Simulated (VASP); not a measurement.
Input of a VASP 6.6.1 run:

File POSCAR:

```
Li
1.0
    8.9088800000      0.0000000000      0.0000000000
    0.0000000000      4.4544400000      0.0000000000
    0.0000000000      0.0000000000      4.4544400000
Li
8
Direct
    0.4594941227      0.1453093992      0.6210331714
    0.1771560510      0.3665282280      0.3754914198
    0.0497267895      0.6237275617      0.8334850172
    0.2947553452      0.8562905775      0.1273208305
    0.9353681944      0.0979528291      0.6315099092
    0.6918974102      0.3761729870      0.3666541698
    0.5930583867      0.6606024551      0.8925427214
    0.7985437002      0.8734157380      0.1519625363
```

Contents of INCAR.step1:

```
PREC = Accurate
ENCUT = 720
ISMEAR = 1
SIGMA = 0.05
LREAL = F
LASPH = T
NELM = 120
NBANDS = 22
GGA = PE
ALGO = Normal
EDIFF = 1E-5
LWAVE = T
LCHARG = F
GGA_COMPAT = F
```

Contents of INCAR.step2:

```
PREC = Accurate
ENCUT = 720
EDIFF = 1E-6
ISMEAR = 1
SIGMA = 0.05
LREAL = F
LASPH = T
NELM = 120
ALGO = Normal
ISIF = 2
LWAVE = F
LCHARG = F
METAGGA = R2SCAN
LMIXTAU = T
NBANDS = 22
ISTART = 1
GGA_COMPAT = F
```

Contents of KPOINTS:

```
regular mesh
0
Gamma
  1 2 2
```

Potentials or basis: VASP PAW PBE potentials, release 64 (Li_sv).

Command:

```console
$ cat potpaw_PBE.64/Li_sv/POTCAR > POTCAR
$ cp INCAR.step1 INCAR
$ mpirun -np 1 vasp_std > vasp.out
$ cp INCAR.step2 INCAR
$ mpirun -np 1 vasp_std > vasp.out
```

(1) What does it give for the largest force?

(2) Predict the band gap on the k mesh.

Answers

(1) 0.632 eV/Å.

(2) zero (bands 12 and 13 overlap by 2.48 eV).

Caveat: the k points lie up to 0.71 Å⁻¹ apart, too coarse for converged energies and pressures of a metal; the PAW data sets were made with another functional, which shifts forces and pressure a little.
